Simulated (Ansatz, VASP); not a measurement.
# WC: VASP beside Ansatz

Contents of INCAR:

```
ALGO = Normal
EDIFF = 1E-7
EDIFFG = -0.08
ENCUT = 600
GGA = PE
GGA_COMPAT = False
IBRION = 2
ISIF = 3
ISMEAR = 0
LASPH = True
LCHARG = False
LREAL = False
LWAVE = False
NELM = 120
NELMIN = 4
NSW = 36
PREC = Accurate
SIGMA = 0.2
```

File KPOINTS:

```
k-points
0
Gamma
  6 6 6
```

File POSCAR:

```
WC
1.0
    0.0000000000      2.6682882000      2.6682882000
    2.6682882000      0.0000000000      2.6682882000
    2.6682882000      2.6682882000      0.0000000000
W C
1 1
Direct
    0.0000000000      0.0000000000      0.0000000000
    0.2500000000      0.2500000000      0.2500000000
```

Input for Ansatz:

```yaml
crystal:
  lattice:
    - [0.0, 2.6682882, 2.6682882]
    - [2.6682882, 0.0, 2.6682882]
    - [2.6682882, 2.6682882, 0.0]
  atoms:
    - { symbol: W, position: [0.0, 0.0, 0.0] }
    - { symbol: C, position: [0.25, 0.25, 0.25] }
basis:
  ecutwfc: 420
kpoints:
  mp_grid: { grid: [6, 6, 6] }
hamiltonian:
  xc: pbe
scf:
  occupations: { method: gaussian, width: 0.2 }
  lower_state_search: "off"
output:
  forces: true
  stress: true
  eigenvalues: true
relax:
  adjacent_minimum: "off"
  f_tol: 0.08
  max_steps: 16
  cell: { stress_tol: 0.8 }
```

Change from the starting cell: species swapped into the MnSe type (F-43m, No. 216).

Alike in both runs: task relaxation of cell and atoms; functional PBE; k mesh 6 × 6 × 6; occupations gaussian, width 0.2 eV; no spin polarisation.

|  | VASP | Ansatz |
| --- | --- | --- |
| version | VASP 6.6.1 | Ansatz 0.2.0 |
| potentials or method | VASP PAW PBE potentials, release 64 (W_sv, C), cutoff 600 eV | scalar-relativistic, plane waves, PAW |
| valence electrons in the cell | 18 | 18 |

Ansatz gave:

```
gap on the k mesh at the Fermi level, each at its own relaxed structure (eV) : none
relaxed volume (Å³/atom)                                                     : 12.99
relaxed cell length with the largest relative difference (Å)                 : 3.324
```

**Question.** Which values does VASP return?

**Answer.** gap on the k mesh at the Fermi level, each at its own relaxed structure (eV): none; relaxed volume (Å³/atom): 13.00; relaxed cell length with the largest relative difference (Å): 3.325.

A gap of «none» marks a metal or a gap that the smearing closes.

Spin-orbit coupling is off throughout. Noted on VASP's run: the volume moved by over 15 % at a fixed basis, so the end points are rough.
